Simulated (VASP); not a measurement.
# NbBiF (P4/mmm) in VASP: further runs, part 3 of 3

VASP 6.6.1. The steps go on from the part before.

## Step 5: Single point, PBE

This run uses another cell than the first one, of 20.79 Å³/atom.

Contents of INCAR:

```
SYSTEM = NbBiF
ALGO = Fast
EDIFF = 1E-6
ENCUT = 520
GGA = PE
ISIF = 2
ISMEAR = 0
LASPH = .True.
LCHARG = .False.
LREAL = .False.
LWAVE = .False.
NBANDS = 24
NELM = 100
PREC = Accurate
SIGMA = 0.1
```

Contents of KPOINTS:

```
k-points
0
Gamma
  12 12 12
  0 0 0
```

Contents of POSCAR:

```
NbBiF
1.0
    3.9392950690      0.0000000000      0.0000000000
    0.0000000000      3.9392950690      0.0000000000
    0.0000000000      0.0000000000      4.0199838896
Nb Bi F
1 1 1
Direct
    0.0000000000      0.0000000000      0.0000000000
    0.5000000000      0.5000000000      0.5000000000
    0.0000000000      0.0000000000      0.5000000000
```

Potentials or basis: VASP PAW PBE potentials, release 64 (Nb_sv, Bi_d, F).

Launch:

```console
$ cat potpaw_PBE.64/Nb_sv/POTCAR potpaw_PBE.64/Bi_d/POTCAR potpaw_PBE.64/F/POTCAR > POTCAR
$ mpirun -np 1 vasp_std > vasp.out
```

OUTCAR:

```text
SYSTEM = NbBiF
   EDIFF = 1E-6
   ENCUT = 520
   GGA = PE
   ISIF = 2
   ISMEAR = 0
   LASPH = .True.
   LREAL = .False.
   NELM = 100
   PREC = Accurate

 ion  position               nearest neighbor table
   1  0.000  0.000  0.000-   3 2.01   3 2.01   2 3.43   2 3.43   2 3.43   2 3.43   2 3.43   2 3.43
                             2 3.43   2 3.43
   2  0.500  0.500  0.500-   3 2.79   3 2.79   3 2.79   3 2.79   1 3.43   1 3.43   1 3.43   1 3.43
                             1 3.43   1 3.43   1 3.43   1 3.43
   3  0.000  0.000  0.500-   1 2.01   1 2.01   2 2.79   2 2.79   2 2.79   2 2.79

  LATTYP: Found a simple tetragonal cell.
 ALAT       =     3.9392950690
 C/A-ratio  =     1.0204830608

  Lattice vectors:

 A1 = (   3.9392950690,   0.0000000000,   0.0000000000)
 A2 = (   0.0000000000,   3.9392950690,   0.0000000000)
 A3 = (   0.0000000000,   0.0000000000,   4.0199838896)

Analysis of symmetry for initial positions (statically):
=====================================================================
 Subroutine PRICEL returns:
 Original cell was already a primitive cell.

 Routine SETGRP: Setting up the symmetry group for a
 simple tetragonal supercell.

 Subroutine GETGRP returns: Found 16 space group operations
 (whereof 16 operations were pure point group operations)
 out of a pool of 16 trial point group operations.

The static configuration has the point symmetry D_4h.

Analysis of symmetry for dynamics (positions and initial velocities):
=====================================================================
 Subroutine PRICEL returns:
 Original cell was already a primitive cell.

 Routine SETGRP: Setting up the symmetry group for a
 simple tetragonal supercell.

 Subroutine GETGRP returns: Found 16 space group operations
 (whereof 16 operations were pure point group operations)
 out of a pool of 16 trial point group operations.

The dynamic configuration has the point symmetry D_4h.

 Subroutine INISYM returns: Found 16 space group operations
 (whereof 16 operations are pure point group operations),
 and found     1 'primitive' translations

----------------------------------------------------------------------------------------

                                     Primitive cell

  volume of cell :      62.3823

  direct lattice vectors                    reciprocal lattice vectors
     3.939295069  0.000000000  0.000000000     0.253852525  0.000000000  0.000000000
     0.000000000  3.939295069  0.000000000     0.000000000  0.253852525  0.000000000
     0.000000000  0.000000000  4.019983890     0.000000000  0.000000000  0.248757216

  length of vectors
     3.939295069  3.939295069  4.019983890     0.253852525  0.253852525  0.248757216

  position of ions in fractional coordinates (direct lattice)
     0.000000000  0.000000000  0.000000000
     0.500000000  0.500000000  0.500000000
     0.000000000  0.000000000  0.500000000

  ion indices of the primitive-cell ions
   primitive index   ion index
                 1           1
                 2           2
                 3           3

----------------------------------------------------------------------------------------

 KPOINTS: k-points

Automatic generation of k-mesh.
 Grid dimensions read from file:
 generate k-points for:   12   12   12

 Generating k-lattice:

  Cartesian coordinates                     Fractional coordinates (reciprocal lattice)
     0.021154377  0.000000000  0.000000000     0.083333333  0.000000000  0.000000000
     0.000000000  0.021154377  0.000000000     0.000000000  0.083333333  0.000000000
     0.000000000  0.000000000  0.020729768     0.000000000  0.000000000  0.083333333

  Length of vectors
     0.021154377  0.021154377  0.020729768

  Shift w.r.t. Gamma in fractional coordinates (k-lattice)
     0.000000000  0.000000000  0.000000000

 Subroutine IBZKPT returns following result:
 ===========================================

 Found    196 irreducible k-points:

 Following reciprocal coordinates:
            Coordinates               Weight
  0.000000  0.000000  0.000000      1.000000
  0.083333  0.000000  0.000000      4.000000
  0.166667  0.000000  0.000000      4.000000
  0.250000  0.000000  0.000000      4.000000
  0.333333  0.000000  0.000000      4.000000
  0.416667  0.000000  0.000000      4.000000
[... 16 lines left out ...]
  0.333333  0.333333  0.000000      4.000000
  0.416667  0.333333  0.000000      8.000000
 [... further k-points ...]
   k-points           NKPTS =    196   k-points in BZ     NKDIM =    196   number of bands    NBANDS=     24
   number of dos      NEDOS =    301   number of ions     NIONS =      3
   total plane-waves  NPLWV =  27000
   dimension x,y,z NGX =    30 NGY =   30 NGZ =   30
   dimension x,y,z NGXF=    60 NGYF=   60 NGZF=   60
   ions per type =               1   1   1
   NGX,Y,Z   is equivalent  to a cutoff of  12.66, 12.66, 12.41 a.u.
   NGXF,Y,Z  is equivalent  to a cutoff of  25.32, 25.32, 24.81 a.u.
 SYSTEM =  NbBiF
   PREC   = accura    normal or accurate (medium, high low for compatibility)
   ISTART =      0    job   : 0-new  1-cont  2-samecut
   ICHARG =      2    charge: 1-file 2-atom 10-const
   ISPIN  =      1    spin polarized calculation?
   LNONCOLLINEAR =      F non collinear calculations
   LSORBIT =      F    spin-orbit coupling
   LASPH  =      T    aspherical Exc in radial PAW
   ENCUT  =  520.0 eV  38.22 Ry    6.18 a.u.   7.32  7.32  7.47*2*pi/ulx,y,z
   NELM   =    100;   NELMIN=  2; NELMDL= -5     # of ELM steps
   EDIFF  = 0.1E-05   stopping-criterion for ELM
   LREAL  =      F    real-space projection
   EDIFFG = 0.1E-04   stopping-criterion for IOM
   NSW    =      0    number of steps for IOM
   IBRION =     -1    ionic relax: 0-MD 1-quasi-New 2-CG
   NFREE  =      0    steps in history (QN), initial steepest desc. (CG)
   ISIF   =      2    stress and relaxation
   ISYM   =      2    0-nonsym 1-usesym 2-fastsym
   POTIM  = 0.5000    time-step for ionic-motion
   TEBEG  =    0.0;   TEEND  =   0.0 temperature during run
   PSTRESS=    0.0 pullay stress
   NELECT =      35.0000    total number of electrons
   NUPDOWN=      -1.0000    fix difference up-down
   EMIN   =  10.00;   EMAX   =-10.00  energy-range for DOS
   EFERMI =   0.00;   METHOD = LEGACY
   ISMEAR =     0;   SIGMA  =   0.10  broadening in eV -4-tet -1-fermi 0-gaus
   EFERMI_NEDOS =   21; number of points for ismear=-14 and -15
   IALGO  =     68    algorithm
   IMIX   =      4    mixing-type and parameters
     AMIX     =   0.40;   BMIX     =  1.00
     AMIX_MAG =   1.60;   BMIX_MAG =  1.00
  volume/ion in A,a.u.               =      20.79       140.33
  Fermi-wavevector in a.u.,A,eV,Ry     =   1.350238  2.551580 24.805370  1.823143
  Thomas-Fermi vector in A             =   2.477759
   LORBIT       =      0    0 simple, 1 ext, 2 COOP (PROOUT), +10 PAW based schemes
   GGA     = PE    functional components
   LHFCALC =     F    Hartree Fock is set to
   AEXX    =    0.0000 exact exchange contribution
   IVDW    =     0    specifies the selected vdW correction
   LEPSILON=     F    determine dielectric tensor
   LRPA    =     F    only Hartree local field effects (RPA)
 non-spin polarized calculation
 RMM-DIIS sequential band-by-band and
 Gauss-broadening in eV      SIGMA  =   0.10
  energy-cutoff  :      520.00
  volume of cell :       62.38
 maximum number of plane-waves:      1707
 NGX is ok and might be reduce to    30
   NGX = 15   NGY = 15   NGZ = 15

 number of electron      34.9999998 magnetization

 Free energy of the ion-electron system (eV)
  ---------------------------------------------------
  ext. energy  EPLUGINS =         0.00000000
  ---------------------------------------------------
  free energy    TOTEN  =       -16.51376076 eV

  energy without entropy =      -16.49017760  energy(sigma->0) =      -16.50196918

 E-fermi :   7.8924     XC(G=0): -10.7071

 val. band max:        7.8917845580   @ k =   0.5000   0.3333   0.2500
 cond. band min:       7.8925994937   @ k =   0.4167   0.2500   0.2500
 fundamental gap:      0.0008149358
 Fermi energy:         7.8924087661

 k-point     1 :       0.0000    0.0000    0.0000
  band No.  band energies     occupation
      1     -48.1544      2.00000
      2     -24.6377      2.00000
      3     -24.0067      2.00000
      4     -24.0067      2.00000
      5     -18.8598      2.00000
      6     -14.9946      2.00000
[... 637 lines left out ...]
     23      13.1728      0.00000
     24      14.0322      0.00000

 [... further k-points ...]

------------------------ aborting loop because EDIFF is reached ----------------------------------------

  FORCE on cell =-STRESS in cart. coord.  units (eV):
  Direction    XX          YY          ZZ          XY          YZ          ZX
  --------------------------------------------------------------------------------------
  -------------------------------------------------------------------------------------
  Total       -0.0579877     -0.0579877     -0.0748944      0.0000000      0.0000000     -0.0000000
  in kB       -1.4893097     -1.4893097     -1.9235289      0.0000000      0.0000000     -0.0000000
  external PRESSURE =      -1.6340494 kB  Pullay stress =       0.0000000 kB

 VOLUME and BASIS-vectors are now :
 -----------------------------------------------------------------------------
  energy-cutoff  :      520.00
  volume of cell :       62.38
      direct lattice vectors                 reciprocal lattice vectors
     3.939295069  0.000000000  0.000000000     0.253852525  0.000000000  0.000000000
     0.000000000  3.939295069  0.000000000     0.000000000  0.253852525  0.000000000
     0.000000000  0.000000000  4.019983890     0.000000000  0.000000000  0.248757216

 POSITION                                       TOTAL-FORCE (eV/Angst)
 -----------------------------------------------------------------------------------
      0.00000      0.00000      0.00000         0.000000      0.000000      0.000000
      1.96965      1.96965      2.00999         0.000000      0.000000      0.000000
      0.00000      0.00000      2.00999         0.000000      0.000000      0.000000
 -----------------------------------------------------------------------------------
    total drift:                                0.000000      0.000000      0.000000

  FREE ENERGIE OF THE ION-ELECTRON SYSTEM (eV)
  ---------------------------------------------------
  free  energy   TOTEN  =       -16.5137607580 eV

  energy  without entropy=      -16.4901776011  energy(sigma->0) =      -16.50196918
```

OSZICAR:

```text
N       E                     dE             d eps       ncg     rms          rms(c)
DAV:   1     0.420564951407E+03    0.42056E+03   -0.18402E+04  9416   0.167E+03
DAV:   2     0.218081980780E+02   -0.39876E+03   -0.38706E+03 10240   0.543E+02
DAV:   3    -0.161790709658E+02   -0.37987E+02   -0.37170E+02 12400   0.167E+02
[... 22 lines left out ...]
RMM:  26    -0.165137544017E+02   -0.35090E-05   -0.31272E-05  8434   0.220E-02    0.373E-03
RMM:  27    -0.165137571013E+02   -0.26996E-05   -0.23951E-05  7947   0.181E-02    0.190E-03
RMM:  28    -0.165137588048E+02   -0.17036E-05   -0.15208E-05  7449   0.145E-02    0.321E-03
RMM:  29    -0.165137600882E+02   -0.12834E-05   -0.11931E-05  7151   0.112E-02    0.397E-03
RMM:  30    -0.165137607580E+02   -0.66982E-06   -0.77599E-06  6649   0.880E-03
   1 F= -.16513761E+02 E0= -.16501969E+02  d E =-.235832E-01
```

It took 5.3 min on 1 thread of Oxide Virtual Turin-like, shared host; peak memory 0.37 GiB.

What came out:

* Free energy: -16.5138 eV
* Pressure: -0.2 GPa
* Band gap on the k mesh: zero (an odd number of electrons rules out a gap without spin polarisation)

Caveat: spin-orbit coupling is left out, which moves the levels of the heavy elements; an odd number of electrons without spin polarisation forces a metal; a magnetic or distorted state may lie lower.

## Step 6: Relaxation of cell and atoms, PBE

This run uses another cell than the first one, of 20.81 Å³/atom.

Contents of INCAR:

```
SYSTEM = NbBiF
ALGO = Fast
EDIFF = 1E-6
EDIFFG = -0.01
ENCUT = 600
GGA = PE
IBRION = 2
ISIF = 3
ISMEAR = 0
LASPH = .True.
LCHARG = .False.
LREAL = .False.
LWAVE = .False.
NELM = 80
NSW = 100
PREC = Accurate
SIGMA = 0.1
```

KPOINTS is that of step 5.

Contents of POSCAR:

```
NbBiF
1.0
    3.9471977787      0.0000000000      0.0000000000
    0.0000000000      3.9471977787      0.0000000000
    0.0000000000      0.0000000000      4.0072908970
Nb Bi F
1 1 1
Direct
    0.0000000000      0.0000000000      0.0000000000
    0.5000000000      0.5000000000      0.5000000000
    0.0000000000      0.0000000000      0.5000000000
```

Potentials or basis: VASP PAW PBE potentials, release 64 (Nb_sv, Bi_d, F).

Launch:

```console
$ cat potpaw_PBE.64/Nb_sv/POTCAR potpaw_PBE.64/Bi_d/POTCAR potpaw_PBE.64/F/POTCAR > POTCAR
$ mpirun -np 1 vasp_std > vasp.out
```

It took 15 min on 1 thread of Oxide Virtual Turin-like, shared host; peak memory 0.43 GiB.

Results (log left out):

* Free energy: -16.5162 eV
* Relaxed volume: 20.74 Å³/atom
* Relaxed cell: a = 3.935 Å, b = 3.935 Å, c = 4.019 Å, α = 90.00°, β = 90.00°, γ = 90.00°
* Space group after relaxing (to 0.1 Å): P4/mmm (No. 123)
* Energy gained by relaxing: 0.2 meV/atom
* Ionic steps: 4
* Pressure after relaxing: 0.0 GPa
* Band gap on the k mesh: zero (an odd number of electrons rules out a gap without spin polarisation)

Stress tensor (GPa, compression positive):
```
 0.03  0.00  0.00
 0.00  0.03  0.00
 0.00  0.00 -0.05
```

Step by step:
```csv
step,energy change (eV),largest force (eV/Å),pressure (GPa),volume (Å³)
1,0.0000,0.0000,0.06,62.44
2,-0.0004,0.0000,-0.38,62.50
3,-0.0005,0.0000,-0.25,62.48
4,-0.0007,0.0000,0.00,62.23
```

Final structure:
```xyz
3
Lattice="3.9348 0.0000 0.0000 0.0000 3.9348 0.0000 0.0000 0.0000 4.0194" Properties=species:S:1:pos:R:3 pbc="T T T"
Nb    3.9348    3.9348    0.0000
Bi    1.9674    1.9674    2.0097
F     3.9348    3.9348    2.0097
```

Levels at points of the mesh, in eV from the Fermi level:
| k point | band 15 | band 16 | band 17 | band 18 | band 19 | band 20 | band 21 |
| --- | --- | --- | --- | --- | --- | --- | --- |
| (0.00, 0.00, 0.00) | -1.36 | -0.48 | -0.04 | -0.04 | 0.29 | 0.53 | 1.38 |
| (0.50, 0.00, 0.00) | -4.02 | -1.77 | -1.31 | -0.01 | 0.84 | 1.71 | 3.44 |
| (0.50, 0.50, 0.00) | -1.32 | -1.32 | -0.67 | -0.67 | 0.14 | 1.23 | 1.70 |
| (0.00, 0.00, 0.50) | -4.89 | -1.06 | 0.57 | 0.76 | 0.76 | 3.37 | 3.37 |
| (0.50, 0.00, 0.50) | -3.09 | -2.05 | -1.57 | -0.08 | 1.20 | 1.36 | 1.58 |
| (0.50, 0.50, 0.50) | -3.44 | -0.81 | -0.81 | 1.25 | 1.98 | 1.98 | 2.49 |

Caveat: spin-orbit coupling is left out, which moves the levels of the heavy elements; an odd number of electrons without spin polarisation forces a metal; a magnetic or distorted state may lie lower.

## Step 7: Overview

```tsv
task	cell	k mesh	cutoff (eV)	gap on the mesh (eV)	pressure (GPa)	relaxed volume (Å³/atom)
single point	a = 3.342, b = 3.342, c = 5.367 Å, 3 atoms	6 × 6 × 4	520	none	5.5	-
single point	a = 3.947, b = 3.947, c = 4.007 Å, 3 atoms	6 × 6 × 4	520	none	0.0	-
relaxation of cell and atoms	relaxed from a = 3.342, b = 3.342, c = 5.367 Å, 3 atoms	6 × 6 × 4	600	none	0.0	20.68
single point	a = 3.939, b = 3.939, c = 4.020 Å, 3 atoms	12 × 12 × 12	520	none	-0.2	-
relaxation of cell and atoms	relaxed from a = 3.947, b = 3.947, c = 4.007 Å, 3 atoms	12 × 12 × 12	600	none	0.0	20.74
```

Alike in all rows: level PBE; potentials or basis VASP PAW PBE potentials, release 64 (Nb_sv, Bi_d, F); no spin polarisation; smearing gaussian 0.1 eV.

Caveats: some runs use coarse meshes; spin-orbit coupling is left out, which moves the levels of the heavy elements; an odd number of electrons without spin polarisation forces a metal; a magnetic or distorted state may lie lower; the stress differs along the axes, from -8 to 12 GPa (at least some runs); a cell axis changed by over 15 % at a fixed basis, so the end point is rough (at least some runs).

Total energies depend on the potentials used, so only differences within one code and one set of settings carry meaning.

The gap in the log of VASP goes by the Fermi energy; the results here count the filled bands.